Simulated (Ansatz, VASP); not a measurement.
# One calculation of In3Se2, two programs

```
In Se
1.0
     3.88400    2.24243    6.25559
    -3.88400    2.24243    6.25559
     0.00000   -4.48485    6.25559
In Se
6 4
Direct
  0.03202 0.46798 0.75000
  0.75000 0.03202 0.46798
  0.46798 0.75000 0.03202
  0.96798 0.53202 0.25000
  0.25000 0.96798 0.53202
  0.53202 0.25000 0.96798
  0.86822 0.86822 0.86822
  0.63178 0.63178 0.63178
  0.13178 0.13178 0.13178
  0.36822 0.36822 0.36822
```

Alike in both runs: functional PBE; k mesh 3 × 3 × 3; occupations gaussian, width 0.1 eV; no spin polarisation.

Ansatz relaxed the structure, and its values are those at the end. VASP's run is a single point on that final structure, the one shown.

```csv
,VASP,Ansatz
version,VASP 6.6.1,Ansatz 0.2.0
potentials or method,"VASP PAW PBE potentials, release 64 (In_d, Se), cutoff 520 eV","scalar-relativistic, plane waves, PAW"
valence electrons in the cell,102,142
```

|  | VASP | Ansatz | Ansatz less VASP |
| --- | --- | --- | --- |
| gap on the k mesh at the Fermi level (eV) | none | none | - |
| pressure (GPa) | 0.2 | 0.2 | +0.01 |
| rms of the force components (eV/Å) | 0.015 | 0.015 | -0.0002 |

A gap of «none» marks a metal or a gap that the smearing closes. VASP's potentials hold 102 valence electrons a cell and Ansatz's 142, so a difference there can come from the potentials and not from the codes.
